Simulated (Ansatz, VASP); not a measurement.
## RbCd: VASP beside Ansatz

Contents of INCAR:

```
SYSTEM = RbCd
ALGO = Normal
EDIFF = 1E-8
ENCUT = 520
GGA = PE
ISIF = 2
ISMEAR = -1
LASPH = .TRUE.
LCHARG = .FALSE.
LEFG = .TRUE.
LREAL = .FALSE.
LWAVE = .FALSE.
NBANDS = 18
NELM = 100
PREC = Accurate
SIGMA = 0.05
```

Contents of KPOINTS:

```
k-points
0
G
  9 9 9
  0 0 0
```

Contents of POSCAR:

```
RbCd
1.0
    4.5683629778      0.0000000000      0.0000000000
    0.0000000000      4.5683629778      0.0000000000
    0.0000000000      0.0000000000      4.5683629778
Rb Cd
1 1
Direct
    0.0000000000      0.0000000000      0.0000000000
    0.5000000000      0.5000000000      0.5000000000
```

Input for Ansatz:

```yaml
crystal:
  lattice:
    - [4.5683629778, 0.0, 0.0]
    - [0.0, 4.5683629778, 0.0]
    - [0.0, 0.0, 4.5683629778]
  atoms:
    - { symbol: Rb, position: [0.0, 0.0, 0.0] }
    - { symbol: Cd, position: [0.5, 0.5, 0.5] }
kpoints:
  mp_grid: { grid: [9, 9, 9] }
scf:
  occupations: { method: fermi_dirac, width: 0.05 }
hamiltonian:
  xc: pbe
  pseudopotentials: { kind: paw }
output:
  forces: true
  stress: true
  eigenvalues: true
  efg: { contact_densities: true }
  populations: true
  bader: true
  dos: { projected: true, de: 0.2, e_range: [-14, 8] }
  write_density: true
  write_potential: true
  elf: true
  volumetric_format: npy
```

Alike in both runs: task electric field gradients; functional PBE; k mesh 9 × 9 × 9; occupations fermi-dirac, width 0.05 eV; no spin polarisation.

|  | VASP | Ansatz |
| --- | --- | --- |
| version | VASP 6.6.1 | Ansatz 0.2.0 |
| potentials or method | VASP PAW PBE potentials, release 64 (Rb_sv, Cd) | PAW with Ansatz's default frozen-core files, scalar-relativistic |
| plane-wave cutoff (eV) | 520 | 420 |
| valence electrons in the cell | 21 | 29 |

|  | VASP | Ansatz | Ansatz less VASP |
| --- | --- | --- | --- |
| pressure (GPa) | 0.0 | 0.0 | -0.01 |

VASP's potentials hold 21 valence electrons a cell and Ansatz's 29, so a difference there can come from the potentials and not from the codes.
